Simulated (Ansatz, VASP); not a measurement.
**One calculation of TiCo, two programs**

```
Ti Co
1.0
     2.98559    0.00000    0.00000
     0.00000    2.98559    0.00000
     0.00000    0.00000    2.98559
Ti Co
1 1
Direct
  0.00000 0.00000 0.00000
  0.50000 0.50000 0.50000
```

Alike in both runs: task single point; functional PBE; k mesh 18 × 18 × 18; occupations gaussian, width 0.1 eV; collinear spin.

|  | VASP | Ansatz |
| --- | --- | --- |
| version | VASP 6.6.1 | Ansatz 0.2.0 |
| potentials or method | VASP PAW PBE potentials, release 64 (Ti_sv, Co), cutoff 520 eV | scalar-relativistic, plane waves, PAW |
| valence electrons in the cell | 21 | 29 |

```tsv
	VASP	Ansatz	Ansatz less VASP
gap on the k mesh at the Fermi level (eV)	none	none	-
pressure (GPa)	-0.6	-0.1	+0.53
net moment per atom (μB)	0.43	0.44	+0.007
size of the moment on the site where the two differ most (μB)	0.94	0.98	+0.036
```

Site moments also hang on the region over which each program counts them. A gap of «none» marks a metal or a gap that the smearing closes. With one functional, cell and mesh, what is left measures potentials, basis and numerics. VASP's potentials hold 21 valence electrons a cell and Ansatz's 29, so a difference there can come from the potentials and not from the codes.
